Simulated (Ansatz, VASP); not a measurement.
B5W: VASP beside Ansatz

Contents of INCAR:

```
SYSTEM = B5W
PREC = Accurate
ENCUT = 600
EDIFF = 1E-6
ISMEAR = 0
SIGMA = 0.1
LREAL = .False.
LASPH = .True.
NELM = 80
ALGO = Normal
ISIF = 3
LWAVE = .False.
LCHARG = .False.
GGA = PE
IBRION = 2
NSW = 90
EDIFFG = -0.04
```

File KPOINTS:

```
Automatic mesh
0
Gamma
  6 6 4
  0 0 0
```

POSCAR

```
B5W
1.0
    3.7973093700      0.0000000000      0.0000000000
   -1.8986546800      3.2885663800      0.0000000000
    0.0000000000      0.0000000000      4.8633378500
B W
5 1
Direct
    0.4345687500      0.0000000000      0.0000000000
    0.0000000000      0.4345687500      0.0000000000
    0.5654312500      0.5654312500      0.0000000000
    0.0000000000      0.0000000000      0.6303054400
    0.0000000000      0.0000000000      0.3696945600
    0.0000000000      0.0000000000      0.0000000000
```

Input for Ansatz:

```yaml
crystal:
  lattice:
    - [3.79730937, 0.0, 0.0]
    - [-1.89865468, 3.28856638, 0.0]
    - [0.0, 0.0, 4.86333785]
  atoms:
    - { symbol: B, position: [0.43456875, 0.0, 0.0] }
    - { symbol: B, position: [0.0, 0.43456875, 0.0] }
    - { symbol: B, position: [0.56543125, 0.56543125, 0.0] }
    - { symbol: B, position: [0.0, 0.0, 0.63030544] }
    - { symbol: B, position: [0.0, 0.0, 0.36969456] }
    - { symbol: W, position: [0.0, 0.0, 0.0] }
basis:
  ecutwfc: 420
kpoints:
  mp_grid: { grid: [6, 6, 4] }
hamiltonian:
  xc: pbe
scf:
  occupations: { method: gaussian, width: 0.1 }
  lower_state_search: "off"
output:
  forces: true
  stress: true
  eigenvalues: true
relax:
  adjacent_minimum: "off"
  f_tol: 0.04
  max_steps: 70
  cell: { stress_tol: 0.4 }
```

Alike in both runs: task relaxation of cell and atoms; functional PBE; k mesh 6 × 6 × 4; occupations gaussian, width 0.1 eV; no spin polarisation.

|  | VASP | Ansatz |
| --- | --- | --- |
| version | VASP 6.6.1 | Ansatz 0.2.0 |
| potentials or method | VASP PAW PBE potentials, release 64 (B, W_sv), cutoff 600 eV | scalar-relativistic, plane waves, PAW |
| valence electrons in the cell | 29 | 29 |

Ansatz gave:

| Quantity | Value |
| --- | --- |
| gap on the k mesh at the Fermi level, each at its own relaxed structure (eV) | none |
| relaxed volume (Å³/atom) | 15.62 |
| relaxed length of the cell vector where the two differ most in proportion (Å) | 4.311 |

**Question.** Which values does VASP return?

**Answer.** gap on the k mesh at the Fermi level, each at its own relaxed structure (eV): none; relaxed volume (Å³/atom): 15.64; relaxed length of the cell vector where the two differ most in proportion (Å): 4.314.

A gap of «none» marks a metal or a gap that the smearing closes.

Neither program's run includes spin-orbit coupling. Noted on VASP's run: the volume moved by over 15 % at a fixed basis, so the end points are rough.
